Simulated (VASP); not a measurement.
Input of a VASP 6.6.1 run:

Contents of INCAR:

```
SYSTEM = WS2
  PREC = Accurate
  ENCUT = 500
  EDIFF = 1E-6
  ISMEAR = 0
  SIGMA = 0.02
  LREAL = .False.
  LASPH = .True.
  NELM = 120
  ALGO = Normal
  ISIF = 2
  LWAVE = .False.
  LCHARG = .False.
  GGA = PE
  IVDW = 12
  NBANDS = 35
  GGA_COMPAT = .False.
```

The input KPOINTS:

```
regular mesh
0
Gamma
  12 12 4
  0 0 0
```

The input POSCAR:

```
WS2
1.0
    3.1800000000      0.0000000000      0.0000000000
   -1.5900000000      2.7539607840      0.0000000000
    0.0000000000      0.0000000000     12.5000000000
W S
2 4
Direct
    0.3333333333      0.6666666667      0.2500000000
    0.6666666667      0.3333333333      0.7500000000
    0.3333333333      0.6666666667      0.6244657429
    0.6666666667      0.3333333333      0.1244657429
    0.3333333333      0.6666666667      0.8755342571
    0.6666666667      0.3333333333      0.3755342571
```

Potentials or basis: VASP PAW PBE potentials, release 64 (W_sv, S).

Command:

```console
$ cat potpaw_PBE.64/W_sv/POTCAR potpaw_PBE.64/S/POTCAR > POTCAR
$ mpirun -np 1 vasp_std > vasp.out
```

What does it give for the pressure?

-2.3 GPa.

Predict the band gap on the k mesh.

1.06 eV (least direct gap 1.76 eV).

Predict the dispersion energy per atom.

-0.414 eV.

Stress tensor (GPa, compression positive):
```
-2.60  0.00  0.00
 0.00 -2.60  0.00
 0.00  0.00 -1.55
```

Caveat: three body term missing; spin-orbit coupling is left out, which moves the levels of the heavy elements. A k mesh can miss the band edges.
